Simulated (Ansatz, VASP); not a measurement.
Two plane-wave programs on Au

POSCAR

```
Au
1.0
    0.0000000000      2.0213418704      2.0213418704
    2.0213418704      0.0000000000      2.0213418704
    2.0213418704      2.0213418704      0.0000000000
Au
1
Direct
    0.0000000000      0.0000000000      0.0000000000
```

Contents of INCAR.step1:

```
SYSTEM = Au
ALGO     = Normal         ! electronic algorithm
EDIFF    = 1E-5           ! SCF threshold, eV
ENCUT    = 440            ! plane-wave cutoff, eV
GGA      = PE             ! functional
GGA_COMPAT= .False.      
ISIF     = 2              ! what is computed and relaxed
ISMEAR   = -1             ! smearing method
LASPH    = .True.         ! aspherical terms in the spheres
LREAL    = .False.        ! projectors in reciprocal space
LWAVE    = .True.         ! write WAVECAR
NBANDS   = 12             ! bands
NELM     = 120            ! most SCF steps
PREC     = Accurate       ! precision mode
SIGMA    = 0.05           ! smearing width, eV
```

INCAR.step2

```
SYSTEM = Au
AEXX     = 0.1            ! exact-exchange fraction
ALGO     = Normal         ! electronic algorithm
EDIFF    = 1E-6           ! SCF threshold, eV
ENCUT    = 440            ! plane-wave cutoff, eV
GGA_COMPAT= .False.      
ISIF     = 2              ! what is computed and relaxed
ISMEAR   = -1             ! smearing method
ISTART   = 1            
LASPH    = .True.         ! aspherical terms in the spheres
LCHARG   = .True.         ! write CHGCAR
LELF     = .True.         ! ELF
LHFCALC  = .True.         ! exact exchange
LMIXTAU  = .True.       
LREAL    = .False.        ! projectors in reciprocal space
LVHAR    = .True.       
LWAVE    = .False.        ! write WAVECAR
METAGGA  = R2SCAN         ! meta-GGA
NBANDS   = 12             ! bands
NELM     = 120            ! most SCF steps
PREC     = Accurate       ! precision mode
PRECFOCK = Normal       
SIGMA    = 0.05           ! smearing width, eV
```

KPOINTS

```
k-points
0
Gamma
  6 6 6
  0 0 0
```

input.yaml

```yaml
crystal:
  lattice:
    - [0.0, 2.0213418704, 2.0213418704]
    - [2.0213418704, 0.0, 2.0213418704]
    - [2.0213418704, 2.0213418704, 0.0]
  atoms:
    - { symbol: Au, position: [0.0, 0.0, 0.0] }
hamiltonian:
  xc: r2scanh
  pseudopotentials: { kind: paw }
kpoints:
  mp_grid: { grid: [6, 6, 6] }
scf:
  occupations: { method: fermi_dirac, width: 0.05 }
output:
  forces: true
  stress: true
  eigenvalues: true
```

Alike in both runs: task single point; functional r2SCANh; k mesh 6 × 6 × 6; occupations fermi-dirac, width 0.05 eV; no spin polarisation.

|  | VASP | Ansatz |
| --- | --- | --- |
| version | VASP 6.6.1 | Ansatz 0.2.0 |
| potentials or method | VASP PAW PBE potentials, release 64 (Au) | Ansatz PAW |
| plane-wave cutoff (eV) | 440 | 500 |
| valence electrons in the cell | 11 | 19 |

|  | VASP | Ansatz | Ansatz less VASP |
| --- | --- | --- | --- |
| gap on the k mesh at the Fermi level (eV) | none | none | - |
| pressure (GPa) | 12.2 | 11.8 | -0.44 |

VASP's potentials were made for PBE, not for r2SCANh. A gap of «none» marks a metal or a gap that the smearing closes. The functional is the same, so the differences come from potentials, cutoffs and numerics. VASP's potentials hold 11 valence electrons a cell and Ansatz's 19, so a difference there can come from the potentials and not from the codes.

The k mesh is coarse, so the values compare programs but aren't converged. Neither program's run includes spin-orbit coupling.
